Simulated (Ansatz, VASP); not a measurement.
One calculation of Pt, two programs

INCAR

```
PREC = Accurate ; ENCUT = 520
EDIFF = 1E-6 ; ISMEAR = 0
SIGMA = 0.15 ; LREAL = False
LASPH = True ; NELM = 60
ALGO = Normal ; ISIF = 2
LWAVE = False ; LCHARG = False
GGA = PS ; NBANDS = 11
```

The input KPOINTS:

```
Automatic mesh
0
Gamma
  20 20 20
```

POSCAR

```
Pt
1.0
    0.0000000000      1.9089525000      1.9579000000
    1.9089525000      0.0000000000      1.9579000000
    1.9089525000      1.9089525000      0.0000000000
Pt
1
Direct
    0.0000000000      0.0000000000      0.0000000000
```

Input for Ansatz:

```yaml
crystal:
  lattice:
    - [0.0, 1.9089525, 1.9579]
    - [1.9089525, 0.0, 1.9579]
    - [1.9089525, 1.9089525, 0.0]
  atoms:
    - { symbol: Pt, position: [0.0, 0.0, 0.0] }
basis:
  ecutwfc: 420
kpoints:
  mp_grid: { grid: [20, 20, 20] }
hamiltonian:
  xc: pbesol
scf:
  occupations: { method: gaussian, width: 0.15 }
output:
  forces: true
  stress: true
  eigenvalues: true
```

Change from the starting cell: strain -0.0250 x Voigt [1, 1, 0, 0, 0, 0], atoms carried along.

Alike in both runs: task single point; functional PBEsol; k mesh 20 × 20 × 20; occupations gaussian, width 0.15 eV; no spin polarisation.

|  | VASP | Ansatz |
| --- | --- | --- |
| version | VASP 6.6.1 | Ansatz 0.2.0 |
| potentials or method | VASP PAW PBE potentials, release 64 (Pt), cutoff 520 eV | scalar-relativistic, plane waves, PAW |
| valence electrons in the cell | 10 | 18 |

```tsv
	VASP	Ansatz	Ansatz less VASP
gap on the k mesh at the Fermi level (eV)	none	none	-
pressure (GPa)	17.1	17.5	+0.40
traceless stress, the component that is largest in VASP (GPa)	-2.43	-2.43	-0.008
```

VASP's potentials were made for PBE, not for PBEsol. A gap of «none» marks a metal or a gap that the smearing closes. VASP's potentials hold 10 valence electrons a cell and Ansatz's 18, so a difference there can come from the potentials and not from the codes.

Neither program's run includes spin-orbit coupling.
